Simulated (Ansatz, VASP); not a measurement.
**ZnSe in VASP and in Ansatz**

The input INCAR:

```
SYSTEM = ZnSe
PREC = Accurate ; ENCUT = 520
EDIFF = 1E-8 ; ISMEAR = -1
SIGMA = 0.03 ; LREAL = .FALSE.
LASPH = .TRUE. ; NELM = 100
ALGO = Normal ; ISIF = 2
LWAVE = .FALSE. ; LCHARG = .FALSE.
GGA = PE ; LEFG = .TRUE.
NBANDS = 16
```

KPOINTS

```
regular mesh
0
G
  8 8 8
  0 0 0
```

POSCAR

```
ZnSe
1.0
    0.0000000000      2.8338000000      2.9188140000
    2.8338000000      0.0000000000      2.9188140000
    2.8338000000      2.8338000000      0.0000000000
Zn Se
1 1
Direct
    0.0000000000      0.0000000000      0.0000000000
    0.7500000000      0.7500000000      0.7500000000
```

Input for Ansatz:

```yaml
crystal:
  lattice:
    - [0.0, 2.8338, 2.918814]
    - [2.8338, 0.0, 2.918814]
    - [2.8338, 2.8338, 0.0]
  atoms:
    - { symbol: Zn, position: [0.0, 0.0, 0.0] }
    - { symbol: Se, position: [0.75, 0.75, 0.75] }
kpoints:
  mp_grid: { grid: [8, 8, 8] }
scf:
  occupations: { method: fermi_dirac, width: 0.03 }
hamiltonian:
  xc: pbe
  pseudopotentials: { kind: all_electron, datasets: crystal }
output:
  forces: true
  stress: true
  eigenvalues: true
  efg: { contact_densities: true }
```

Change from the starting cell: zz strain of +3 %, crystal datasets.

Alike in both runs: task electric field gradients; functional PBE; k mesh 8 × 8 × 8; occupations fermi-dirac, width 0.03 eV; no spin polarisation.

|  | VASP | Ansatz |
| --- | --- | --- |
| version | VASP 6.6.1 | Ansatz 0.2.0 |
| potentials or method | VASP PAW PBE potentials, release 64 (Zn, Se), cutoff 520 eV | all-electron PAW with datasets made for the crystal, scalar-relativistic |

Ansatz gave:

| Property | Result |
| --- | --- |
| gap on the k mesh at the Fermi level (eV) | 1.13 |
| pressure (GPa) | 0.3 |
| traceless stress, the component that is largest in VASP (GPa) | -0.72 |
| size of Vzz on the site where it differs most (V/Å²) | 13.1 |

Estimate VASP's values.

gap on the k mesh at the Fermi level (eV): 1.13; pressure (GPa): 0.5; traceless stress, the component that is largest in VASP (GPa): -0.71; size of Vzz on the site where it differs most (V/Å²): 12.7.

Ansatz ran all-electron here, and VASP with PAW potentials.
